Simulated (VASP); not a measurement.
A run of VASP 6.6.1 is set up as follows.

The input INCAR:

```
SYSTEM = YbC
ALGO = Normal
EDIFF = 1E-7
ENCUT = 520
GGA = PS
ISIF = 2
ISMEAR = 0
ISPIN = 2
LASPH = .True.
LCHARG = .False.
LMAXMIX = 6
LORBIT = 11
LREAL = .False.
LWAVE = .False.
MAGMOM = 0.05 0
NBANDS = 25
NELM = 150
PREC = Accurate
SIGMA = 0.05
```

The input KPOINTS:

```
k-points
0
Gamma
  12 12 10
  0 0 0
```

The input POSCAR:

```
YbC
1.0
    3.3313111209      0.0000000000      0.0000000000
   -1.6656555604      2.8850000586      0.0000000000
    0.0000000000      0.0000000000      2.9959344300
Yb C
1 1
Direct
    0.0000000000      0.0000000000      0.0000000000
    0.6666666667      0.3333333333      0.5000000000
```

Potentials or basis: VASP PAW PBE potentials, release 64 (Yb, C).

The run is started by

```console
$ cat potpaw_PBE.64/Yb/POTCAR potpaw_PBE.64/C/POTCAR > POTCAR
$ mpirun -np 1 vasp_std > vasp.out
```

(1) Estimate the pressure.

(2) Predict the band gap on the k mesh.

Results:

(1) 5.5 GPa.

(2) zero (filled and empty bands overlap).

Caveat: the cell stands under pressure; the PAW data sets were made with another functional, which shifts forces and pressure a little; spin-orbit coupling is left out, which moves the levels of the heavy elements.
